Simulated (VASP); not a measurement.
Here is a VASP 6.6.1 calculation.

Contents of INCAR:

```
PREC     = Accurate       # precision mode
ENCUT    = 600            # plane-wave cutoff, eV
EDIFF    = 1E-6           # SCF threshold, eV
ISMEAR   = -1             # smearing method
SIGMA    = 0.05           # smearing width, eV
LREAL    = False          # projectors in reciprocal space
LASPH    = True           # aspherical terms in the spheres
NELM     = 120            # most SCF steps
ALGO     = Normal         # electronic algorithm
ISIF     = 2              # what is computed and relaxed
LWAVE    = False          # write WAVECAR
LCHARG   = True           # write CHGCAR
GGA      = PS             # functional
LELF     = True           # ELF
LVHAR    = True         
NBANDS   = 16             # bands
GGA_COMPAT= False
```

The input KPOINTS:

```
regular mesh
0
Gamma
  13 13 13
```

POSCAR

```
TiN
1.0
    0.0000000000      2.1290498857      2.1290498857
    2.1290498857      0.0000000000      2.1290498857
    2.1290498857      2.1290498857      0.0000000000
Ti N
1 1
Direct
    0.0000000000      0.0000000000      0.0000000000
    0.5000000000      0.5000000000      0.5000000000
```

Potentials or basis: VASP PAW PBE potentials, release 64 (Ti_sv, N).

Launch:

```bash
$ cat potpaw_PBE.64/Ti_sv/POTCAR potpaw_PBE.64/N/POTCAR > POTCAR
$ mpirun -np 1 vasp_std > vasp.out
```

Problem. Estimate the pressure.

Solution. -10.3 GPa.

Caveat: the PAW data sets were made with another functional, which shifts forces and pressure a little.
